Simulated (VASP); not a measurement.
# CsCdCl3 (P4/mmm) in VASP: notebook

CsCdCl3 is run at these levels: LDA; tasks: single point.

Program: VASP 6.6.1. These are calculated values, not measurements. Logs are shortened: lines on timing, memory, paths and dates and some standing lists are left out, and cuts for length are marked.

**1. The cell of the first run**

The structure is tetragonal, space group P4/mmm (No. 123). Conventional cell: a = 5.356 Å, b = 5.356 Å, c = 5.122 Å, α = 90.00°, β = 90.00°, γ = 90.00°. Within 4.9 Å of Cs (site symmetry 4/mmm) lie 12 Cl at 3.71 to 3.79 Å and 8 Cd at 4.57 Å. Within 3.4 Å of Cd (site symmetry 4/mmm) lie 6 Cl at 2.56 to 2.68 Å. Cl (site symmetry mmm) has 2 Cd at 2.68 Å within 3.5 Å. Within 3.4 Å of Cl (site symmetry 4/mmm) lie 2 Cd at 2.56 Å.

**2. Single point, LDA (strain +0.030 along x and y, -0.015 along z)**

File INCAR:

```
SYSTEM = CsCdCl3
  ALGO = Normal
  EDIFF = 1E-7
  ENCUT = 520
  ISIF = 2
  ISMEAR = 0
  LASPH = .True.
  LCHARG = .False.
  LREAL = .False.
  LWAVE = .False.
  NBANDS = 29
  NELM = 60
  PREC = Accurate
  SIGMA = 0.05
```

File KPOINTS:

```
k-points
0
Gamma
  6 6 6
  0 0 0
```

File POSCAR:

```
CsCdCl3
1.0
    5.3560000000      0.0000000000      0.0000000000
    0.0000000000      5.3560000000      0.0000000000
    0.0000000000      0.0000000000      5.1220000000
Cs Cd Cl
1 1 3
Direct
    0.0000000000      0.0000000000      0.0000000000
    0.5000000000      0.5000000000      0.5000000000
    0.0000000000      0.5000000000      0.5000000000
    0.5000000000      0.0000000000      0.5000000000
    0.5000000000      0.5000000000      0.0000000000
```

Potentials or basis: VASP PAW LDA potentials, release 64 (Cs_sv, Cd, Cl).

Run with:

```
cat potpaw_LDA.64/Cs_sv/POTCAR potpaw_LDA.64/Cd/POTCAR potpaw_LDA.64/Cl/POTCAR > POTCAR
mpirun -np 1 vasp_std > vasp.out
```

OUTCAR:

```text
SYSTEM = CsCdCl3
   EDIFF = 1E-7
   ENCUT = 520
   ISIF = 2
   ISMEAR = 0
   LASPH = .True.
   LREAL = .False.
   NELM = 60
   PREC = Accurate

 ion  position               nearest neighbor table
   1  0.000  0.000  0.000-
   2  0.500  0.500  0.500-   5 2.56   5 2.56   3 2.68   4 2.68   4 2.68   3 2.68
   3  0.000  0.500  0.500-   2 2.68   2 2.68
   4  0.500  0.000  0.500-   2 2.68   2 2.68
   5  0.500  0.500  0.000-   2 2.56   2 2.56

  LATTYP: Found a simple tetragonal cell.
 ALAT       =     5.3560000000
 C/A-ratio  =     0.9563106796

  Lattice vectors:

 A1 = (   5.3560000000,   0.0000000000,   0.0000000000)
 A2 = (   0.0000000000,   5.3560000000,   0.0000000000)
 A3 = (   0.0000000000,   0.0000000000,   5.1220000000)

Analysis of symmetry for initial positions (statically):
=====================================================================
 Subroutine PRICEL returns:
 Original cell was already a primitive cell.

 Routine SETGRP: Setting up the symmetry group for a
 simple tetragonal supercell.

 Subroutine GETGRP returns: Found 16 space group operations
 (whereof 16 operations were pure point group operations)
 out of a pool of 16 trial point group operations.

The static configuration has the point symmetry D_4h.

Analysis of symmetry for dynamics (positions and initial velocities):
=====================================================================
 Subroutine PRICEL returns:
 Original cell was already a primitive cell.

 Routine SETGRP: Setting up the symmetry group for a
 simple tetragonal supercell.

 Subroutine GETGRP returns: Found 16 space group operations
 (whereof 16 operations were pure point group operations)
 out of a pool of 16 trial point group operations.

The dynamic configuration has the point symmetry D_4h.

 Subroutine INISYM returns: Found 16 space group operations
 (whereof 16 operations are pure point group operations),
 and found     1 'primitive' translations

----------------------------------------------------------------------------------------

                                     Primitive cell

  volume of cell :     146.9335

  direct lattice vectors                    reciprocal lattice vectors
     5.356000000  0.000000000  0.000000000     0.186706497  0.000000000  0.000000000
     0.000000000  5.356000000  0.000000000     0.000000000  0.186706497  0.000000000
     0.000000000  0.000000000  5.122000000     0.000000000  0.000000000  0.195236236

  length of vectors
     5.356000000  5.356000000  5.122000000     0.186706497  0.186706497  0.195236236

  position of ions in fractional coordinates (direct lattice)
     0.000000000  0.000000000  0.000000000
     0.500000000  0.500000000  0.500000000
     0.000000000  0.500000000  0.500000000
     0.500000000  0.000000000  0.500000000
     0.500000000  0.500000000  0.000000000

  ion indices of the primitive-cell ions
   primitive index   ion index
                 1           1
                 2           2
                 3           3
                 4           4
                 5           5

----------------------------------------------------------------------------------------

 KPOINTS: k-points

Automatic generation of k-mesh.
 Grid dimensions read from file:
 generate k-points for:    6    6    6

 Generating k-lattice:

  Cartesian coordinates                     Fractional coordinates (reciprocal lattice)
     0.031117750  0.000000000  0.000000000     0.166666667  0.000000000  0.000000000
     0.000000000  0.031117750  0.000000000     0.000000000  0.166666667  0.000000000
     0.000000000  0.000000000  0.032539373     0.000000000  0.000000000  0.166666667

  Length of vectors
     0.031117750  0.031117750  0.032539373

  Shift w.r.t. Gamma in fractional coordinates (k-lattice)
     0.000000000  0.000000000  0.000000000

 Subroutine IBZKPT returns following result:
 ===========================================

 Found     40 irreducible k-points:

 Following reciprocal coordinates:
            Coordinates               Weight
  0.000000  0.000000  0.000000      1.000000
  0.166667  0.000000  0.000000      4.000000
  0.333333  0.000000  0.000000      4.000000
  0.500000  0.000000  0.000000      2.000000
  0.166667  0.166667  0.000000      4.000000
  0.333333  0.166667  0.000000      8.000000
[... 16 lines left out ...]
  0.333333  0.000000  0.333333      8.000000
  0.500000  0.000000  0.333333      4.000000
 [... further k-points ...]
   k-points           NKPTS =     40   k-points in BZ     NKDIM =     40   number of bands    NBANDS=     29
   number of dos      NEDOS =    301   number of ions     NIONS =      5
   total plane-waves  NPLWV =  64000
   dimension x,y,z NGX =    40 NGY =   40 NGZ =   40
   dimension x,y,z NGXF=    80 NGYF=   80 NGZF=   80
   ions per type =               1   1   3
   NGX,Y,Z   is equivalent  to a cutoff of  12.42, 12.42, 12.98 a.u.
   NGXF,Y,Z  is equivalent  to a cutoff of  24.83, 24.83, 25.97 a.u.
 SYSTEM =  CsCdCl3
   PREC   = accura    normal or accurate (medium, high low for compatibility)
   ISTART =      0    job   : 0-new  1-cont  2-samecut
   ICHARG =      2    charge: 1-file 2-atom 10-const
   ISPIN  =      1    spin polarized calculation?
   LNONCOLLINEAR =      F non collinear calculations
   LSORBIT =      F    spin-orbit coupling
   LASPH  =      T    aspherical Exc in radial PAW
   ENCUT  =  520.0 eV  38.22 Ry    6.18 a.u.   9.96  9.96  9.52*2*pi/ulx,y,z
   NELM   =     60;   NELMIN=  2; NELMDL= -5     # of ELM steps
   EDIFF  = 0.1E-06   stopping-criterion for ELM
   LREAL  =      F    real-space projection
   EDIFFG = 0.1E-05   stopping-criterion for IOM
   NSW    =      0    number of steps for IOM
   IBRION =     -1    ionic relax: 0-MD 1-quasi-New 2-CG
   NFREE  =      0    steps in history (QN), initial steepest desc. (CG)
   ISIF   =      2    stress and relaxation
   ISYM   =      2    0-nonsym 1-usesym 2-fastsym
   POTIM  = 0.5000    time-step for ionic-motion
   TEBEG  =    0.0;   TEEND  =   0.0 temperature during run
   PSTRESS=    0.0 pullay stress
   NELECT =      42.0000    total number of electrons
   NUPDOWN=      -1.0000    fix difference up-down
   EMIN   =  10.00;   EMAX   =-10.00  energy-range for DOS
   EFERMI =   0.00;   METHOD = LEGACY
   ISMEAR =     0;   SIGMA  =   0.05  broadening in eV -4-tet -1-fermi 0-gaus
   EFERMI_NEDOS =   21; number of points for ismear=-14 and -15
   IALGO  =     38    algorithm
   IMIX   =      4    mixing-type and parameters
     AMIX     =   0.40;   BMIX     =  1.00
     AMIX_MAG =   1.60;   BMIX_MAG =  1.00
  volume/ion in A,a.u.               =      29.39       198.31
  Fermi-wavevector in a.u.,A,eV,Ry     =   1.078411  2.037902 15.823175  1.162971
  Thomas-Fermi vector in A             =   2.214349
   LORBIT       =      0    0 simple, 1 ext, 2 COOP (PROOUT), +10 PAW based schemes
   GGA     = CA    functional components
   LHFCALC =     F    Hartree Fock is set to
   AEXX    =    0.0000 exact exchange contribution
   IVDW    =     0    specifies the selected vdW correction
   LEPSILON=     F    determine dielectric tensor
   LRPA    =     F    only Hartree local field effects (RPA)
 non-spin polarized calculation
 Gauss-broadening in eV      SIGMA  =   0.05
  energy-cutoff  :      520.00
  volume of cell :      146.93
 maximum number of plane-waves:      3978
 NGX is ok and might be reduce to    40
   NGX = 19   NGY = 19   NGZ = 19

 number of electron      41.9999993 magnetization

 Free energy of the ion-electron system (eV)
  ---------------------------------------------------
  ext. energy  EPLUGINS =         0.00000000
  ---------------------------------------------------
  free energy    TOTEN  =       -16.69386650 eV

  energy without entropy =      -16.69386650  energy(sigma->0) =      -16.69386650

 E-fermi :  -0.1192     XC(G=0):  -8.9432

 val. band max:       -0.4180274000   @ k =   0.5000   0.5000   0.5000
 cond. band min:       0.9846234386   @ k =   0.0000   0.0000   0.0000
 fundamental gap:      1.4026508386
 Fermi energy:        -0.1191643786

 k-point     1 :       0.0000    0.0000    0.0000
  band No.  band energies     occupation
      1     -19.3727      2.00000
      2     -13.8744      2.00000
      3     -13.3370      2.00000
      4     -13.2085      2.00000
      5      -6.9958      2.00000
      6      -6.9958      2.00000
[... 21 lines left out ...]
     28       6.8746      0.00000
     29      10.5599      0.00000

 k-point     2 :       0.1667    0.0000    0.0000
  band No.  band energies     occupation
      1     -19.3711      2.00000
      2     -13.8571      2.00000
      3     -13.3293      2.00000
      4     -13.2171      2.00000
      5      -7.0064      2.00000
      6      -6.9957      2.00000
[... 21 lines left out ...]
     28       7.1365      0.00000
     29      10.0988      0.00000

 k-point     3 :       0.3333    0.0000    0.0000
  band No.  band energies     occupation
      1     -19.3677      2.00000
      2     -13.8228      2.00000
      3     -13.3076      2.00000
      4     -13.2390      2.00000
      5      -7.1852      2.00000
      6      -7.0268      2.00000
[... 21 lines left out ...]
     28       7.7994      0.00000
     29       8.4553      0.00000

 k-point     4 :       0.5000    0.0000    0.0000
  band No.  band energies     occupation
      1     -19.3661      2.00000
      2     -13.8059      2.00000
      3     -13.2863      2.00000
      4     -13.2594      2.00000
      5      -7.3124      2.00000
      6      -7.0365      2.00000
[... 21 lines left out ...]
     28       7.9806      0.00000
     29       8.3032      0.00000

 k-point     5 :       0.1667    0.1667    0.0000
  band No.  band energies     occupation
      1     -19.3695      2.00000
      2     -13.8387      2.00000
      3     -13.3221      2.00000
      4     -13.2248      2.00000
      5      -7.0080      2.00000
      6      -7.0029      2.00000
[... 21 lines left out ...]
     28       7.2326      0.00000
     29       9.5121      0.00000
[... 510 lines left out ...]
     28       7.7415      0.00000
     29       8.9552      0.00000

 k-point    22 :       0.1667    0.0000    0.3333
  band No.  band energies     occupation
      1     -19.3641      2.00000
      2     -13.6741      2.00000
      3     -13.4146      2.00000
      4     -13.2110      2.00000
      5      -7.3908      2.00000
      6      -7.0522      2.00000
[... 21 lines left out ...]
     28       7.8460      0.00000
     29       8.5958      0.00000

 k-point    23 :       0.3333    0.0000    0.3333
  band No.  band energies     occupation
      1     -19.3614      2.00000
      2     -13.6444      2.00000
      3     -13.3711      2.00000
      4     -13.2369      2.00000
      5      -7.4356      2.00000
      6      -7.0692      2.00000
[... 21 lines left out ...]
     28       7.9031      0.00000
     29       7.9113      0.00000

 k-point    24 :       0.5000    0.0000    0.3333
  band No.  band energies     occupation
      1     -19.3601      2.00000
      2     -13.6321      2.00000
      3     -13.3301      2.00000
      4     -13.2660      2.00000
      5      -7.4781      2.00000
      6      -7.1351      2.00000
[... 21 lines left out ...]
     28       8.0212      0.00000
     29       8.0615      0.00000

 [... further k-points ...]
[... 5 lines left out ...]
  --------------------------------------------------------------------------------------
  -------------------------------------------------------------------------------------
  Total       -3.1611302     -3.1611302     -1.7032617      0.0000000      0.0000000      0.0000000
  in kB      -34.4692830    -34.4692830    -18.5725377      0.0000000      0.0000000      0.0000000
  external PRESSURE =     -29.1703679 kB  Pullay stress =       0.0000000 kB

 VOLUME and BASIS-vectors are now :
 -----------------------------------------------------------------------------
  energy-cutoff  :      520.00
  volume of cell :      146.93
      direct lattice vectors                 reciprocal lattice vectors
     5.356000000  0.000000000  0.000000000     0.186706497  0.000000000  0.000000000
     0.000000000  5.356000000  0.000000000     0.000000000  0.186706497  0.000000000
     0.000000000  0.000000000  5.122000000     0.000000000  0.000000000  0.195236236

 POSITION                                       TOTAL-FORCE (eV/Angst)
 -----------------------------------------------------------------------------------
      0.00000      0.00000      0.00000         0.000000      0.000000      0.000000
      2.67800      2.67800      2.56100         0.000000      0.000000      0.000000
      0.00000      2.67800      2.56100         0.000000      0.000000      0.000000
      2.67800      0.00000      2.56100         0.000000      0.000000      0.000000
      2.67800      2.67800      0.00000         0.000000      0.000000      0.000000
 -----------------------------------------------------------------------------------
    total drift:                                0.000000      0.000000     -0.000000

  FREE ENERGIE OF THE ION-ELECTRON SYSTEM (eV)
  ---------------------------------------------------
  free  energy   TOTEN  =       -16.6938665039 eV

  energy  without entropy=      -16.6938665039  energy(sigma->0) =      -16.69386650
```

Run time: 2.4 min. Hardware: 1 thread of Oxide Virtual Turin-like, shared host; peak memory 0.27 GiB.

Results:

```
Free energy            : -16.6939 eV
Pressure               : -2.9 GPa
Band gap on the k mesh : 1.40 eV, indirect (least direct gap 1.94 eV)
```

Caveat: the cell differs from its parent crystal (strain +0.030 along x and y, -0.015 along z); spin-orbit coupling is left out, which moves the levels of the heavy elements.

(Continued in part 2 of 3.)
